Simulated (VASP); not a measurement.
Write the native input for VASP 6.6.1 that does the following.

| Quantity | Value |
| --- | --- |
| Task | single point |
| Functional | PBEsol |
| Potentials or basis | VASP PAW PBE potentials, release 64 (Ta_pv, Si) |
| Cutoff | 520 eV |
| k mesh | 9 × 9 × 6 |
| Occupations | gaussian, width 0.15 eV |
| Spin | no spin polarisation |
| Dipole correction | no |
| Further INCAR settings | ALGO = Fast; EDIFF = 1e-06; NBANDS = 38 |

The structure of TaSi2 lies in POSCAR:

```
TaSi2
1.0
    4.7613605622      0.0000000000      0.0000000000
   -2.3806802811      4.1234592035      0.0000000000
    0.0000000000      0.0000000000      6.5581204410
Ta Si
3 6
Direct
    0.3651645907      0.0000000000     -0.1305252027
    0.5000000000      0.5000000000      0.6666666667
    0.0000000000      0.5000000000      0.3333333333
    0.1592624125      0.3185248251      0.0000000000
    0.8407375875      0.1592624125      0.6666666667
    0.6814751749      0.8407375875      0.3333333333
    0.8407375875      0.6814751749      0.0000000000
    0.1592624125      0.8407375875      0.6666666667
    0.3185248251      0.1592624125      0.3333333333
```

This cell differs from its parent crystal: atom 1 (Ta) moved by -0.642 Å along [1 0 0] and -0.856 Å along [0 0 1].

One way to write it, as run:

INCAR

```
PREC = Accurate ; ENCUT = 520
EDIFF = 1E-6 ; ISMEAR = 0
SIGMA = 0.15 ; LREAL = F
LASPH = T ; NELM = 80
ALGO = Fast ; ISIF = 2
LWAVE = F ; LCHARG = F
GGA = PS ; NBANDS = 38
```

KPOINTS

```
regular mesh
0
Gamma
  9 9 6
```

Potentials or basis: VASP PAW PBE potentials, release 64 (Ta_pv, Si).

Command:

```bash
$ cat potpaw_PBE.64/Ta_pv/POTCAR potpaw_PBE.64/Si/POTCAR > POTCAR
$ mpirun -np 1 vasp_std > vasp.out
```

It gave:

```json
{
 "Pressure": "40.8 GPa",
 "Largest force": "49.012 eV/Å",
 "Band gap on the k mesh": "zero (an odd number of electrons rules out a gap without spin polarisation)"
}
```

Caveat: the cell differs from its parent crystal (atom 1 (Ta) moved by -0.642 Å along [1 0 0] and -0.856 Å along [0 0 1]); atoms lie so close that the PAW spheres overlap strongly, which falsifies energies and pressures; the cell stands under pressure; the PAW data sets were made with another functional, which shifts forces and pressure a little; spin-orbit coupling is left out, which moves the levels of the heavy elements.

Wall time 34 min on 1 thread of Oxide Virtual Turin-like Processor, on a shared host, peak memory 0.88 GiB.
